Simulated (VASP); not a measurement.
# TiO2 (R-3m) in VASP: further runs

The runs below take TiO2 through single point, with PBE+D3(BJ)+U.

Program: VASP 6.6.1. These are calculated values, not measurements. Logs are shortened: lines on timing, memory, paths and dates and some standing lists are left out, and cuts for length are marked.

## (1) The cell of the first run

Symmetry: R-3m, No. 166, trigonal system. The conventional cell has a = 3.219 Å, b = 3.219 Å, c = 14.686 Å, α = 90.00°, β = 90.00°, γ = 120.00°. Within 2.8 Å of Ti (site symmetry -3m) lie 6 O at 2.09 Å. O (site symmetry 3m) has 3 Ti at 2.09 Å and 3 O at 2.66 Å within 2.8 Å.

## (2) Single point, PBE+D3(BJ)+U

INCAR reads:

```
PREC = Accurate
ENCUT = 520
EDIFF = 1E-7
ISMEAR = 0
SIGMA = 0.05
LREAL = False
LASPH = True
NELM = 150
ALGO = Normal
ISIF = 2
LWAVE = False
LCHARG = False
LMAXMIX = 4
LDAU = True
LDAUTYPE = 2
LDAUL = 2 -1
LDAUU = 4 0
LDAUJ = 0 0
LDAUPRINT = 1
GGA = PE
IVDW = 12
NBANDS = 19
```

KPOINTS reads:

```
Automatic mesh
0
Gamma
  9 9 9
```

POSCAR reads:

```
TiO2
1.0
    1.6093500000      0.9291586557      4.8951988906
   -1.6093500000      0.9291586557      4.8951988906
    0.0000000000     -1.8583173115      4.8951988906
Ti O
1 2
Direct
    0.0000000000      0.0000000000      0.0000000000
    0.6017580785      0.6017580785      0.6017580785
    0.3982419215      0.3982419215      0.3982419215
```

Potentials or basis: VASP PAW PBE potentials, release 64 (Ti_sv, O).

Started as:

```bash
cat potpaw_PBE.64/Ti_sv/POTCAR potpaw_PBE.64/O/POTCAR > POTCAR
mpirun -np 1 vasp_std > vasp.out
```

OUTCAR:

```text
PREC = Accurate
   ENCUT = 520
   EDIFF = 1E-7
   ISMEAR = 0
   LREAL = False
   LASPH = True
   NELM = 150
   ISIF = 2
   GGA = PE
   IVDW = 12
 IVDW          = 12

 ion  position               nearest neighbor table
   1  0.000  0.000  0.000-   2 2.09   2 2.09   3 2.09   3 2.09   2 2.09   3 2.09
   2  0.602  0.602  0.602-   1 2.09   1 2.09   1 2.09
   3  0.398  0.398  0.398-   1 2.09   1 2.09   1 2.09

  LATTYP: Found a trigonal (rhomboedric) cell.
 ALAT       =     5.2360591487
 COS(alpha) =     0.8110608677

  Lattice vectors:

 A1 = (   1.6093500000,   0.9291586557,   4.8951988906)
 A2 = (  -1.6093500000,   0.9291586557,   4.8951988906)
 A3 = (   0.0000000000,  -1.8583173115,   4.8951988906)

Analysis of symmetry for initial positions (statically):
=====================================================================
 Subroutine PRICEL returns:
 Original cell was already a primitive cell.

 Routine SETGRP: Setting up the symmetry group for a
 trigonal (rhombohedral) supercell.

 Subroutine GETGRP returns: Found 12 space group operations
 (whereof 12 operations were pure point group operations)
 out of a pool of 12 trial point group operations.

The static configuration has the point symmetry D_3d.

Analysis of symmetry for dynamics (positions and initial velocities):
=====================================================================
 Subroutine PRICEL returns:
 Original cell was already a primitive cell.

 Routine SETGRP: Setting up the symmetry group for a
 trigonal (rhombohedral) supercell.

 Subroutine GETGRP returns: Found 12 space group operations
 (whereof 12 operations were pure point group operations)
 out of a pool of 12 trial point group operations.

The dynamic configuration has the point symmetry D_3d.

 Subroutine INISYM returns: Found 12 space group operations
 (whereof 12 operations are pure point group operations),
 and found     1 'primitive' translations

----------------------------------------------------------------------------------------

                                     Primitive cell

  volume of cell :      43.9200

  direct lattice vectors                    reciprocal lattice vectors
     1.609350000  0.929158656  4.895198891     0.310684438  0.179373744  0.068093931
    -1.609350000  0.929158656  4.895198891    -0.310684438  0.179373744  0.068093931
     0.000000000 -1.858317312  4.895198891     0.000000000 -0.358747488  0.068093931

  length of vectors
     5.236059149  5.236059149  5.236059149     0.365152767  0.365152767  0.365152767

  position of ions in fractional coordinates (direct lattice)
     0.000000000  0.000000000  0.000000000
     0.601758078  0.601758078  0.601758078
     0.398241922  0.398241922  0.398241922

  ion indices of the primitive-cell ions
   primitive index   ion index
                 1           1
                 2           2
                 3           3

----------------------------------------------------------------------------------------

 KPOINTS: Automatic mesh

Automatic generation of k-mesh.
 Grid dimensions read from file:
 generate k-points for:    9    9    9

 Generating k-lattice:

  Cartesian coordinates                     Fractional coordinates (reciprocal lattice)
     0.034520493  0.019930416  0.007565992     0.111111111 -0.000000000  0.000000000
    -0.034520493  0.019930416  0.007565992    -0.000000000  0.111111111  0.000000000
     0.000000000 -0.039860832  0.007565992     0.000000000  0.000000000  0.111111111

  Length of vectors
     0.040572530  0.040572530  0.040572530

  Shift w.r.t. Gamma in fractional coordinates (k-lattice)
[... 39 lines left out ...]
   ions per type =               1   2
   NGX,Y,Z   is equivalent  to a cutoff of  12.70, 12.70, 12.70 a.u.
   NGXF,Y,Z  is equivalent  to a cutoff of  25.40, 25.40, 25.40 a.u.
 SYSTEM =  unknown system
   PREC   = accura    normal or accurate (medium, high low for compatibility)
   ISTART =      0    job   : 0-new  1-cont  2-samecut
   ICHARG =      2    charge: 1-file 2-atom 10-const
   ISPIN  =      1    spin polarized calculation?
   LNONCOLLINEAR =      F non collinear calculations
   LSORBIT =      F    spin-orbit coupling
   LASPH  =      T    aspherical Exc in radial PAW
   ENCUT  =  520.0 eV  38.22 Ry    6.18 a.u.   9.74  9.74  9.74*2*pi/ulx,y,z
   NELM   =    150;   NELMIN=  2; NELMDL= -5     # of ELM steps
   EDIFF  = 0.1E-06   stopping-criterion for ELM
   LREAL  =      F    real-space projection
   EDIFFG = 0.1E-05   stopping-criterion for IOM
   NSW    =      0    number of steps for IOM
   IBRION =     -1    ionic relax: 0-MD 1-quasi-New 2-CG
   NFREE  =      0    steps in history (QN), initial steepest desc. (CG)
   ISIF   =      2    stress and relaxation
   ISYM   =      2    0-nonsym 1-usesym 2-fastsym
   POTIM  = 0.5000    time-step for ionic-motion
   TEBEG  =    0.0;   TEEND  =   0.0 temperature during run
   PSTRESS=    0.0 pullay stress
   NELECT =      24.0000    total number of electrons
   NUPDOWN=      -1.0000    fix difference up-down
   EMIN   =  10.00;   EMAX   =-10.00  energy-range for DOS
   EFERMI =   0.00;   METHOD = LEGACY
   ISMEAR =     0;   SIGMA  =   0.05  broadening in eV -4-tet -1-fermi 0-gaus
   EFERMI_NEDOS =   21; number of points for ismear=-14 and -15
   IALGO  =     38    algorithm
   IMIX   =      4    mixing-type and parameters
     AMIX     =   0.40;   BMIX     =  1.00
     AMIX_MAG =   1.60;   BMIX_MAG =  1.00
  volume/ion in A,a.u.               =      14.64        98.80
  Fermi-wavevector in a.u.,A,eV,Ry     =   1.338416  2.529240 24.372912  1.791358
  Thomas-Fermi vector in A             =   2.466889
   LORBIT       =      0    0 simple, 1 ext, 2 COOP (PROOUT), +10 PAW based schemes
 LDA+U is selected, type is set to LDAUTYPE =  2
   angular momentum for each species LDAUL =     2   -1
   U (eV)           for each species LDAUU =   4.0  0.0
   J (eV)           for each species LDAUJ =   0.0  0.0
   GGA     = PE    functional components
   LHFCALC =     F    Hartree Fock is set to
   AEXX    =    0.0000 exact exchange contribution
   IVDW    =    12    specifies the selected vdW correction
   LEPSILON=     F    determine dielectric tensor
   LRPA    =     F    only Hartree local field effects (RPA)
 non-spin polarized calculation
 Gauss-broadening in eV      SIGMA  =   0.05
  energy-cutoff  :      520.00
  volume of cell :       43.92
 maximum number of plane-waves:      1206
   NGX = 19   NGY = 19   NGZ = 19

atom =   1  type =  1  l = 2

 onsite density matrix

spin component  1

  0.1610  0.0000  0.0000 -0.0841 -0.0000
  0.0000  0.1641 -0.0000  0.0000 -0.0841
  0.0000 -0.0000  0.0822 -0.0000  0.0000
 -0.0841  0.0000 -0.0000  0.1641  0.0000
 -0.0000 -0.0841  0.0000  0.0000  0.1610

spin component  2

  0.1610  0.0000  0.0000 -0.0841 -0.0000
  0.0000  0.1641 -0.0000  0.0000 -0.0841
  0.0000 -0.0000  0.0822 -0.0000  0.0000
 -0.0841  0.0000 -0.0000  0.1641  0.0000
 -0.0000 -0.0841  0.0000  0.0000  0.1610

 occupancies and eigenvectors

  o =  0.0784  v = -0.7136  0.0000  0.0000 -0.7006 -0.0000  0.0000  0.0000  0.0000  0.0000  0.0000      0.0000  0.0000  0.0000  0.0000  0.0000  0.0000  0.0000  0.0000  0.0000  0.0000
  o =  0.0784  v =  0.0000  0.0000  0.0000  0.0000  0.0000 -0.7136  0.0000  0.0000 -0.7006 -0.0000      0.0000  0.0000  0.0000  0.0000  0.0000  0.0000  0.0000  0.0000  0.0000  0.0000
  o =  0.0784  v =  0.0000 -0.7006  0.0000  0.0000 -0.7136  0.0000  0.0000  0.0000  0.0000  0.0000      0.0000  0.0000  0.0000  0.0000  0.0000  0.0000  0.0000  0.0000  0.0000  0.0000
  o =  0.0784  v =  0.0000  0.0000  0.0000  0.0000  0.0000  0.0000 -0.7006  0.0000  0.0000 -0.7136      0.0000  0.0000  0.0000  0.0000  0.0000  0.0000  0.0000  0.0000  0.0000  0.0000
  o =  0.0822  v =  0.0000 -0.0000 -1.0000 -0.0000 -0.0000  0.0000  0.0000  0.0000  0.0000  0.0000      0.0000  0.0000  0.0000  0.0000  0.0000  0.0000  0.0000  0.0000  0.0000  0.0000
  o =  0.0822  v =  0.0000  0.0000  0.0000  0.0000  0.0000  0.0000 -0.0000 -1.0000 -0.0000 -0.0000      0.0000  0.0000  0.0000  0.0000  0.0000  0.0000  0.0000  0.0000  0.0000  0.0000
  o =  0.2467  v = -0.7006  0.0000 -0.0000  0.7136  0.0000  0.0000  0.0000  0.0000  0.0000  0.0000      0.0000  0.0000  0.0000  0.0000  0.0000  0.0000  0.0000  0.0000  0.0000  0.0000
  o =  0.2467  v =  0.0000  0.0000  0.0000  0.0000  0.0000 -0.7006  0.0000 -0.0000  0.7136  0.0000      0.0000  0.0000  0.0000  0.0000  0.0000  0.0000  0.0000  0.0000  0.0000  0.0000
  o =  0.2467  v =  0.0000  0.7136 -0.0000  0.0000 -0.7006  0.0000  0.0000  0.0000  0.0000  0.0000      0.0000  0.0000  0.0000  0.0000  0.0000  0.0000  0.0000  0.0000  0.0000  0.0000
  o =  0.2467  v =  0.0000  0.0000  0.0000  0.0000  0.0000  0.0000  0.7136 -0.0000  0.0000 -0.7006      0.0000  0.0000  0.0000  0.0000  0.0000  0.0000  0.0000  0.0000  0.0000  0.0000

 number of electron      24.0000004 magnetization

 Free energy of the ion-electron system (eV)
  ---------------------------------------------------
  ext. energy  EPLUGINS =         0.00000000
  ---------------------------------------------------
  free energy    TOTEN  =       -23.42923037 eV

  energy without entropy =      -23.42923037  energy(sigma->0) =      -23.42923037

 E-fermi :   1.9691     XC(G=0):  -9.3590

 val. band max:        1.6365582001   @ k =  -0.1111   0.1111   0.0000
 cond. band min:       4.0184089519   @ k =   0.0000   0.0000   0.0000
 fundamental gap:      2.3818507518
 Fermi energy:         1.9690910883

 k-point     1 :       0.0000    0.0000    0.0000
  band No.  band energies     occupation
      1     -56.7589      2.00000
      2     -32.9677      2.00000
      3     -32.7164      2.00000
      4     -32.7164      2.00000
      5     -15.6825      2.00000
      6     -14.1126      2.00000
[... 505 lines left out ...]
      6     -14.4804      2.00000
[... 11 lines left out ...]
     18      11.9621      0.00000
     19      13.2301      0.00000

 [... further k-points ...]

------------------------ aborting loop because EDIFF is reached ----------------------------------------

 Edisp (eV)   -0.50385

 E8    (eV) :    -0.1957

  FORCE on cell =-STRESS in cart. coord.  units (eV):
  Direction    XX          YY          ZZ          XY          YZ          ZX
  --------------------------------------------------------------------------------------
  -------------------------------------------------------------------------------------
  Total      -6.84344    -6.84344    -1.85552     0.00000     0.00000     0.00000
  in kB    -249.64528  -249.64528   -67.68842     0.00000     0.00000     0.00000
  external pressure =     -188.99 kB  Pullay stress =        0.00 kB

 VOLUME and BASIS-vectors are now :
 -----------------------------------------------------------------------------
  energy-cutoff  :      520.00
  volume of cell :       43.92
      direct lattice vectors                 reciprocal lattice vectors
     1.609350000  0.929158656  4.895198891     0.310684438  0.179373744  0.068093931
    -1.609350000  0.929158656  4.895198891    -0.310684438  0.179373744  0.068093931
     0.000000000 -1.858317312  4.895198891     0.000000000 -0.358747488  0.068093931

 POSITION                                       TOTAL-FORCE (eV/Angst)
 -----------------------------------------------------------------------------------
      0.00000      0.00000      0.00000         0.000000      0.000000     -0.000000
      0.00000     -0.00000      8.83718        -0.000000     -0.000000      1.021594
      0.00000     -0.00000      5.84842        -0.000000      0.000000     -1.021594
 -----------------------------------------------------------------------------------
    total drift:                                0.000000      0.000000      0.000000

  FREE ENERGIE OF THE ION-ELECTRON SYSTEM (eV)
  ---------------------------------------------------
  free  energy   TOTEN  =       -23.9330838348 eV

  energy  without entropy=      -23.9330838348  energy(sigma->0) =      -23.93308383
```

Run time: 3.7 min. Hardware: 1 thread of Intel Xeon 8259CL, shared host; peak memory 0.27 GiB.

What came out:

* Free energy: -23.9331 eV
* Pressure: -18.9 GPa
* Largest force: 1.022 eV/Å
* Band gap on the k mesh: 2.38 eV (least direct gap 2.60 eV)
* Dispersion energy per atom: -0.168 eV

Forces on the atoms (eV/Å):
```
Ti   0.000  0.000  0.000
O    0.000  0.000  1.022
O    0.000  0.000 -1.022
```

Levels at points of the mesh, in eV from the valence-band top:
| k point | band 10 | band 11 | band 12 | band 13 | band 14 | band 15 |
| --- | --- | --- | --- | --- | --- | --- |
| (0.00, 0.00, 0.00) | -0.70 | -0.70 | -0.22 | 2.38 | 2.38 | 3.52 |

Eigenvalues of the final occupation matrices:
```csv
site,spin,trace,eigenvalues
site 1 d,1,0.73,0.08 0.08 0.08 0.25 0.25
site 1 d,2,0.73,0.08 0.08 0.08 0.25 0.25
```

Caveat: the stress differs along the axes, from -25 to -7 GPa; forces of over 1 eV/Å act on the atoms, so gaps and moduli don't describe the material at rest. A k mesh can miss the band edges.

## (3) Single point, PBE+D3(BJ)+U

This run uses another cell than the first one, of the same volume but with other edges.

INCAR reads:

```
SYSTEM = TiO2
  ALGO = Normal
  EDIFF = 1E-6
  ENCUT = 520
  GGA = PE
  ISIF = 2
  ISMEAR = 0
  IVDW = 12
  LASPH = .TRUE.
  LCHARG = .FALSE.
  LDAU = .TRUE.
  LDAUJ = 0 0
  LDAUL = 2 -1
  LDAUPRINT = 1
  LDAUTYPE = 2
  LDAUU = 4 0
  LMAXMIX = 4
  LREAL = .FALSE.
  LWAVE = .FALSE.
  NBANDS = 19
  NELM = 150
  PREC = Accurate
  SIGMA = 0.05
```

KPOINTS reads:

```
k-points
0
G
  9 9 9
  0 0 0
```

POSCAR reads:

```
TiO2
1.0
    1.5040433916      0.8683598570      5.6001000000
   -1.5040433916      0.8683598570      5.6001000000
    0.0000000000     -1.7367197141      5.6001000000
Ti O
1 2
Direct
    0.0000000000      0.0000000000      0.0000000000
    0.6017580785      0.6017580785      0.6017580785
    0.3982419215      0.3982419215      0.3982419215
```

Potentials or basis: VASP PAW PBE potentials, release 64 (Ti_sv, O).

Started as:

```bash
cat potpaw_PBE.64/Ti_sv/POTCAR potpaw_PBE.64/O/POTCAR > POTCAR
mpirun -np 1 vasp_std > vasp.out
```

It took 5.2 min on 1 thread of Intel Xeon 8259CL, shared host; peak memory 0.35 GiB.

Results (log left out):

```yaml
Free_energy: -24.0899 eV
Pressure: -10.2 GPa
Largest_force: 2.016 eV/Å
Band_gap_on_the_k_mesh: 2.81 eV (least direct gap 3.07 eV)
Dispersion_energy_per_atom: -0.168 eV
```

Forces on the atoms (eV/Å):
```
Ti   0.000  0.000  0.000
O    0.000  0.000  2.016
O    0.000  0.000 -2.016
```

Stress tensor (GPa, compression positive):
```
 -6.47   0.00   0.00
  0.00  -6.47   0.00
  0.00   0.00 -17.64
```

Levels at points of the mesh, in eV from the valence-band top:
```csv
k point,band 8,band 9,band 10,band 11,band 12,band 13,band 14,band 15,band 16,band 17
"(0.00, 0.00, 0.00)",-2.86,-2.86,-0.33,-0.20,-0.20,3.01,3.01,4.11,5.78,5.78
```

Eigenvalues of the final occupation matrices:
```
    site  spin  trace               eigenvalues
site 1 d     1   0.78  0.09 0.09 0.09 0.26 0.26
site 1 d     2   0.78  0.09 0.09 0.09 0.26 0.26
```

Caveat: the stress differs along the axes, from -18 to -6 GPa; forces of over 1 eV/Å act on the atoms, so gaps and moduli don't describe the material at rest. A k mesh can miss the band edges.
